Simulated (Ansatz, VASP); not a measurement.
## Pd in VASP and in Ansatz

```
Pd
1.0
     2.82959    0.00000    0.00000
    -1.41479    2.45050    0.00000
     0.00000    0.00000    4.70166
Pd
2
Cartesian
  0.0000 1.6337 1.1754
  1.4148 0.8168 3.5262
```

Alike in both runs: functional PBE; k mesh 17 × 17 × 9; occupations fermi-dirac, width 0.05 eV; no spin polarisation.

Ansatz relaxed the structure, and its values are those at the end. VASP's run is a single point on that final structure, the one shown.

|  | VASP | Ansatz |
| --- | --- | --- |
| version | VASP 6.6.1 | Ansatz 0.2.0 |
| potentials or method | VASP PAW PBE potentials, release 64 (Pd), cutoff 520 eV | all-electron LAPW, non-relativistic |

Ansatz gave:

* pressure (GPa): 0.0

**Question.** Estimate VASP's values.

**Answer.** Pressure (GPa): -8.3.

One of these differences is far larger than is usual between the two programs; its cause wasn't traced. Ansatz ran all-electron here, and VASP with PAW potentials.
